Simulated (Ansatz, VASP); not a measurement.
## Two plane-wave programs on AsC3N3

```
As C N
1.0
     4.53290   -3.40337    0.00000
     4.53290    3.40337    0.00000
    -1.70915    0.00000    8.63186
As C N
2 6 6
Direct
  0.29849 0.29854 0.26386
  0.70146 0.70151 0.73614
  0.99923 0.43636 0.37009
  0.56364 0.00077 0.62991
  0.23957 0.96719 0.25072
  0.03281 0.76043 0.74928
  0.09235 0.34650 0.06351
  0.65350 0.90765 0.93649
  0.98099 0.39014 0.94427
  0.60986 0.01901 0.05573
  0.22284 0.76755 0.24924
  0.23245 0.77716 0.75076
  0.83571 0.52691 0.44289
  0.47309 0.16429 0.55711
```

Change from the starting cell: volume scaled by 0.96, ions relaxed.

Alike in both runs: functional PBE; k mesh 5 × 5 × 4; occupations fermi-dirac, width 0.02 eV; no spin polarisation.

Ansatz relaxed the structure, and its values are those at the end. VASP's run is a single point on that final structure, the one shown.

|  | VASP | Ansatz |
| --- | --- | --- |
| version | VASP 6.6.1 | Ansatz 0.2.0 |
| potentials or method | VASP PAW PBE potentials, release 64 (As, C, N) | plane-wave PAW, scalar-relativistic |
| plane-wave cutoff (eV) | 520 | 420 |
| valence electrons in the cell | 64 | 84 |

Ansatz gave:

```
gap on the k mesh at the Fermi level (eV) : 4.55
pressure (GPa)                            : 1.1
rms of the force components (eV/Å)        : 0.006
```

Task: Estimate VASP's values.

Result: gap on the k mesh at the Fermi level (eV): 4.51; pressure (GPa): 1.7; rms of the force components (eV/Å): 0.222.

One of these differences is far larger than is usual between the two programs; its cause wasn't traced. VASP's potentials hold 64 valence electrons a cell and Ansatz's 84, so a difference there can come from the potentials and not from the codes. Ansatz's warnings: stress scf threshold loose.

Noted on VASP's run: the standard files for N, O and F lose accuracy on very short bonds.
